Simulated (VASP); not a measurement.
Write the native input for VASP 6.6.1 that does the following.

```
Task                   : single point
Functional             : PBE
Potentials or basis    : VASP PAW PBE potentials, release 64 (Cd, Te)
Cutoff                 : 520 eV
k mesh                 : 4 × 4 × 4
Occupations            : gaussian, width 0.1 eV
Spin                   : no spin polarisation
Dipole correction      : no
Further INCAR settings : ALGO = Normal; EDIFF = 1e-06; NBANDS = 26
```

The structure of CdTe4 lies in POSCAR:

```
CdTe4
1.0
    5.5559985927      0.0000000000      0.0000000000
    0.0000000000      5.5559985927      0.0000000000
    0.0000000000      0.0000000000      5.5559985927
Cd Te
1 4
Direct
    0.0000000000      0.0000000000      0.0000000000
    0.5000000000      0.0000000000      0.0000000000
    0.0000000000      0.5000000000      0.0000000000
    0.0000000000      0.0000000000      0.5000000000
    0.5000000000      0.5000000000      0.5000000000
```

The cell was built from a structure type or drawn by symmetry, and may not be a known phase.

The input as run:

INCAR

```
SYSTEM = CdTe4
PREC = Accurate
ENCUT = 520
EDIFF = 1E-6
ISMEAR = 0
SIGMA = 0.1
LREAL = .FALSE.
LASPH = .TRUE.
NELM = 80
ALGO = Normal
ISIF = 2
LWAVE = .FALSE.
LCHARG = .TRUE.
GGA = PE
LELF = .TRUE.
LVHAR = .TRUE.
NBANDS = 26
```

KPOINTS

```
regular mesh
0
G
  4 4 4
  0 0 0
```

Potentials or basis: VASP PAW PBE potentials, release 64 (Cd, Te).

Command:

```bash
$ cat potpaw_PBE.64/Cd/POTCAR potpaw_PBE.64/Te/POTCAR > POTCAR
$ mpirun -np 1 vasp_std > vasp.out
```

It gave:

* Pressure: -0.1 GPa
* Band gap on the k mesh: zero (bands 18 and 19 overlap by 1.08 eV)

Caveat: spin-orbit coupling is left out, which moves the levels of the heavy elements.

It took 40 s on 1 thread of Intel(R) Xeon(R) Platinum 8259CL CPU @ 2.50GHz (Skylake/Cascade Lake) (shared host), peak memory 0.26 GiB.
